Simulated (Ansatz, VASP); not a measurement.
Sc3Cl2 in VASP and in Ansatz

The input INCAR:

```
  PREC = Accurate
  ENCUT = 520
  EDIFF = 1E-7
  ISMEAR = 0
  SIGMA = 0.1
  LREAL = F
  LASPH = T
  NELM = 80
  ALGO = Normal
  ISIF = 2
  LWAVE = F
  LCHARG = F
  GGA = PE
  NBANDS = 32
```

KPOINTS

```
regular mesh
0
Gamma
  6 6 4
```

The input POSCAR:

```
Sc3Cl2
1.0
    4.3020826467      0.0000000000      0.0000000000
   -2.1510413234      3.7257128612      0.0000000000
    0.0000000000      0.0000000000      6.6933417829
Sc Cl
3 2
Direct
    0.0000000000      0.0000000000      0.0000000000
    0.3333333333      0.6666666667      0.6450000000
    0.6666666667      0.3333333333      0.3550000000
    0.3333333333      0.6666666667      0.2450000000
    0.6666666667      0.3333333333      0.7550000000
```

Input for Ansatz:

```yaml
crystal:
  lattice:
    - [4.3020826467, 0.0, 0.0]
    - [-2.1510413234, 3.7257128612, 0.0]
    - [0.0, 0.0, 6.6933417829]
  atoms:
    - { symbol: Sc, position: [0.0, 0.0, 0.0] }
    - { symbol: Sc, position: [0.3333333333, 0.6666666667, 0.645] }
    - { symbol: Sc, position: [0.6666666667, 0.3333333333, 0.355] }
    - { symbol: Cl, position: [0.3333333333, 0.6666666667, 0.245] }
    - { symbol: Cl, position: [0.6666666667, 0.3333333333, 0.755] }
basis:
  ecutwfc: 420
kpoints:
  mp_grid: { grid: [6, 6, 4] }
hamiltonian:
  xc: pbe
scf:
  occupations: { method: gaussian, width: 0.1 }
  lower_state_search: "off"
output:
  forces: true
  stress: true
  eigenvalues: true
```

Alike in both runs: task single point; functional PBE; k mesh 6 × 6 × 4; occupations gaussian, width 0.1 eV; no spin polarisation.

|  | VASP | Ansatz |
| --- | --- | --- |
| version | VASP 6.6.1 | Ansatz 0.2.0 |
| potentials or method | VASP PAW PBE potentials, release 64 (Sc_sv, Cl), cutoff 520 eV | scalar-relativistic, plane waves, PAW |
| valence electrons in the cell | 47 | 47 |

```csv
,VASP,Ansatz,Ansatz less VASP
gap on the k mesh at the Fermi level (eV),none,none,-
pressure (GPa),-2.1,-2.3,-0.24
"traceless stress, the component that is largest in VASP (GPa)",1.83,1.86,+0.030
rms of the force components (eV/Å),0.129,0.133,+0.0046
```

Atom by atom the forces differ by 0.007 eV/Å (rms over components). A gap of «none» marks a metal or a gap that the smearing closes.
